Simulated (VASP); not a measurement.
Write the native input for VASP 6.6.1 that does the following.

| Quantity | Value |
| --- | --- |
| Task | relaxation of cell and atoms |
| Functional | PBE |
| Potentials or basis | VASP PAW PBE potentials, release 64 (Hf_pv) |
| Cutoff | 600 eV |
| k mesh | 18 × 18 × 8 |
| Occupations | gaussian, width 0.1 eV |
| Spin | no spin polarisation |
| Dipole correction | no |
| Further INCAR settings | ALGO = Fast; EDIFF = 1e-06; IBRION = 2; EDIFFG = -0.005; NSW = 100; ISIF = 3 |

The structure of Hf lies in POSCAR:

```
Hf
1.0
    3.1967000000      0.0000000000      0.0000000000
   -1.5983500000      2.7684234083      0.0000000000
    0.0000000000      0.0000000000      5.0578000000
Hf
2
Direct
    0.3333333333      0.6666666667      0.2500000000
    0.6666666667      0.3333333333      0.7500000000
```

One way to write it, as run:

INCAR

```
SYSTEM = Hf
PREC = Accurate
ENCUT = 600
EDIFF = 1E-6
ISMEAR = 0
SIGMA = 0.1
LREAL = .FALSE.
LASPH = .TRUE.
NELM = 80
ALGO = Fast
ISIF = 3
LWAVE = .FALSE.
LCHARG = .FALSE.
GGA = PE
IBRION = 2
NSW = 100
EDIFFG = -0.005
```

KPOINTS

```
regular mesh
0
G
  18 18 8
  0 0 0
```

Potentials or basis: VASP PAW PBE potentials, release 64 (Hf_pv).

The run is started by

```bash
$ cat potpaw_PBE.64/Hf_pv/POTCAR > POTCAR
$ mpirun -np 1 vasp_std > vasp.out
```

It gave:

```json
{
 "Relaxed volume": "22.44 Å³/atom",
 "Relaxed cell": "a = 3.200 Å, b = 3.200 Å, c = 5.060 Å, α = 90.00°, β = 90.00°, γ = 120.00°",
 "Space group after relaxing (to 0.1 Å)": "P6_3/mmc (No. 194)",
 "Energy gained by relaxing": "0.1 meV/atom",
 "Ionic steps": "5",
 "Pressure after relaxing": "0.0 GPa",
 "Band gap on the k mesh": "zero (bands 10 and 11 overlap by 1.59 eV)"
}
```

Caveat: spin-orbit coupling is left out, which moves the levels of the heavy elements.

Wall time 7 min on 1 thread of Intel Xeon 8259CL, with other jobs on the host, peak memory 0.28 GiB.
